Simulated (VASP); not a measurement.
# GaPtC4N4 (P-43m) in VASP: notebook, part 2 of 2

VASP 6.6.1. Earlier steps stand in the parts before.

## Step 4: Single point, PBE, collinear spin

This run uses another cell than the first one, of 21.67 Å³/atom.

The input, INCAR:

```
ALGO = Normal
EDIFF = 1E-6
ENCUT = 520
GGA = PE
ISIF = 2
ISMEAR = 0
ISPIN = 2
LASPH = True
LCHARG = False
LMAXMIX = 4
LORBIT = 11
LREAL = False
LWAVE = False
MAGMOM = 0 1 0 0 0 0 0 0 0 0
NBANDS = 44
NELM = 150
PREC = Accurate
SIGMA = 0.1
```

The input, KPOINTS:

```
k-points
0
Gamma
  4 4 4
```

The input, POSCAR:

```
GaPtC4N4
1.0
    6.0068824557      0.0000000000      0.0000000000
    0.0000000000      6.0068824557      0.0000000000
    0.0000000000      0.0000000000      6.0068824557
Ga Pt C N
1 1 4 4
Direct
    0.0000000000      0.0000000000      0.0000000000
    0.5000000000      0.5000000000      0.5000000000
    0.1886143617      0.1886143617      0.1886143617
    0.1886143617      0.8113856383      0.8113856383
    0.8113856383      0.1886143617      0.8113856383
    0.8113856383      0.8113856383      0.1886143617
    0.3006602058      0.3006602058      0.3006602058
    0.3006602058      0.6993397942      0.6993397942
    0.6993397942      0.3006602058      0.6993397942
    0.6993397942      0.6993397942      0.3006602058
```

Potentials or basis: VASP PAW PBE potentials, release 64 (Ga_d, Pt, C, N).

The run is started by

```sh
$ cat potpaw_PBE.64/Ga_d/POTCAR potpaw_PBE.64/Pt/POTCAR potpaw_PBE.64/C/POTCAR potpaw_PBE.64/N/POTCAR > POTCAR
$ mpirun -np 1 vasp_std > vasp.out
```

OUTCAR:

```text
EDIFF = 1E-6
   ENCUT = 520
   GGA = PE
   ISIF = 2
   ISMEAR = 0
   ISPIN = 2
   LASPH = True
   LORBIT = 11
   LREAL = False
   NELM = 150
   PREC = Accurate

 ion  position               nearest neighbor table
   1  0.000  0.000  0.000-   3 1.96   4 1.96   5 1.96   6 1.96
   2  0.500  0.500  0.500-   7 2.07   8 2.07   9 2.07  10 2.07
   3  0.189  0.189  0.189-   7 1.17   1 1.96
   4  0.189  0.811  0.811-   8 1.17   1 1.96
   5  0.811  0.189  0.811-   9 1.17   1 1.96
   6  0.811  0.811  0.189-  10 1.17   1 1.96
   7  0.301  0.301  0.301-   3 1.17   2 2.07
   8  0.301  0.699  0.699-   4 1.17   2 2.07
   9  0.699  0.301  0.699-   5 1.17   2 2.07
  10  0.699  0.699  0.301-   6 1.17   2 2.07
[... 1121 lines left out ...]
      1.80603      4.20085      4.20085         0.223193     -0.223193     -0.223193
      4.20085      1.80603      4.20085        -0.223193      0.223193     -0.223193
      4.20085      4.20085      1.80603        -0.223193     -0.223193      0.223193
 -----------------------------------------------------------------------------------
    total drift:                               -0.000000     -0.000000      0.000000

  FREE ENERGIE OF THE ION-ELECTRON SYSTEM (eV)
  ---------------------------------------------------
  free  energy   TOTEN  =       -72.9641668726 eV

  energy  without entropy=      -72.9069743730  energy(sigma->0) =      -72.93557062

 total charge

# of ion       s       p       d       tot
------------------------------------------
    1        0.768   0.979  10.107  11.854
    2        0.489   0.651   8.026   9.165
    3        0.940   1.688   0.000   2.628
    4        0.940   1.688   0.000   2.628
    5        0.940   1.688   0.000   2.628
    6        0.940   1.688   0.000   2.628
    7        1.298   2.548   0.000   3.846
    8        1.298   2.548   0.000   3.846
    9        1.298   2.548   0.000   3.846
   10        1.298   2.548   0.000   3.846
--------------------------------------------------
tot         10.210  18.572  18.133  46.915

 magnetization (x)

# of ion       s       p       d       tot
------------------------------------------
    1        0.000   0.001   0.001   0.002
    2        0.005   0.051   0.666   0.722
    3        0.002   0.015   0.000   0.017
    4        0.002   0.015   0.000   0.017
    5        0.002   0.015   0.000   0.017
    6        0.002   0.015   0.000   0.017
    7        0.006   0.015   0.000   0.022
    8        0.006   0.015   0.000   0.022
    9        0.006   0.015   0.000   0.022
   10        0.006   0.015   0.000   0.022
--------------------------------------------------
tot          0.038   0.173   0.667   0.878
```

OSZICAR:

```text
N       E                     dE             d eps       ncg     rms          rms(c)
DAV:   1     0.509247016898E+03    0.50925E+03   -0.25908E+04  1844   0.134E+03
DAV:   2    -0.321309688045E+01   -0.51246E+03   -0.47850E+03  2108   0.382E+02
DAV:   3    -0.784814573350E+02   -0.75268E+02   -0.73308E+02  2188   0.132E+02
DAV:   4    -0.822598944083E+02   -0.37784E+01   -0.37120E+01  2268   0.342E+01
DAV:   5    -0.823571080436E+02   -0.97214E-01   -0.96847E-01  2160   0.486E+00    0.252E+01
DAV:   6    -0.759811585024E+02    0.63759E+01   -0.38672E+01  2268   0.368E+01    0.310E+01
DAV:   7    -0.735520857191E+02    0.24291E+01   -0.82056E+00  1984   0.182E+01    0.134E+01
DAV:   8    -0.730376904337E+02    0.51440E+00   -0.25788E+00  2060   0.850E+00    0.532E+00
DAV:   9    -0.729778960406E+02    0.59794E-01   -0.20993E-01  2204   0.259E+00    0.177E+00
DAV:  10    -0.729645221558E+02    0.13374E-01   -0.97176E-02  2180   0.167E+00    0.460E-01
DAV:  11    -0.729640576613E+02    0.46449E-03   -0.10183E-02  2360   0.608E-01    0.292E-01
DAV:  12    -0.729639310387E+02    0.12662E-03   -0.34838E-03  2100   0.330E-01    0.106E-01
DAV:  13    -0.729641558958E+02   -0.22486E-03   -0.47519E-04  2104   0.115E-01    0.539E-02
DAV:  14    -0.729641561149E+02   -0.21908E-06   -0.11201E-04  2088   0.604E-02    0.209E-02
DAV:  15    -0.729641641041E+02   -0.79892E-05   -0.24091E-05  2188   0.235E-02    0.805E-03
DAV:  16    -0.729641665606E+02   -0.24565E-05   -0.18247E-06  1660   0.863E-03    0.345E-03
DAV:  17    -0.729641668726E+02   -0.31200E-06   -0.48503E-07  1316   0.481E-03
   1 F= -.72964167E+02 E0= -.72935571E+02  d E =-.571925E-01  mag=     1.0000
```

Wall time 4.1 min (1 thread of Intel Xeon Platinum 8488C (Sapphire Rapids), shared host); peak memory 0.49 GiB.

Results:

* Free energy: -72.9642 eV
* Pressure: 0.6 GPa
* Largest force: 0.407 eV/Å
* Band gap on the k mesh: zero (filled and empty bands overlap)
* Net moment: 1.00 μB per cell
* Site moments: Ga +0.00; Pt +0.72; C +0.02; N +0.02 μB
* Valence electrons inside the program's atomic spheres: Ga 11.85; Pt 9.16; C 2.63; N 3.85

Forces in eV/Å, atoms in the order of the input:
```
Ga   0.000  0.000  0.000
Pt   0.000  0.000  0.000
C   -0.235 -0.235 -0.235
C   -0.235  0.235  0.235
C    0.235 -0.235  0.235
C    0.235  0.235 -0.235
N    0.223  0.223  0.223
N    0.223 -0.223 -0.223
N   -0.223  0.223 -0.223
N   -0.223 -0.223  0.223
```

Caveat: spin-orbit coupling is left out, which moves the levels of the heavy elements.

## Step 5: The runs side by side

| spin | cell | gap on the mesh (eV) | pressure (GPa) | moment (μB) | largest force (eV/Å) |
| --- | --- | --- | --- | --- | --- |
| off | a = 5.858 Å, 10 atoms, atomic positions A | none | 4.1 | - | 0.95 |
| collinear | a = 5.858 Å, 10 atoms, atomic positions A | none | 4.2 | 1.00 | 1.00 |
| collinear | a = 6.007 Å, 10 atoms, atomic positions B | none | 0.6 | 1.00 | 0.41 |

Alike in all rows: task single point; level PBE; potentials or basis VASP PAW PBE potentials, release 64 (Ga_d, Pt, C, N); k mesh 4 × 4 × 4; cutoff (eV) 520; smearing gaussian 0.1 eV.

Caveats: spin-orbit coupling is left out, which moves the levels of the heavy elements; the cell stands under pressure (at least some runs); an odd number of electrons without spin polarisation forces a metal (at least some runs); a magnetic or distorted state may lie lower (at least some runs); forces of over 1 eV/Å act on the atoms, so gaps and moduli don't describe the material at rest (at least some runs).

Absolute energies hang on the potentials; compare differences alone.
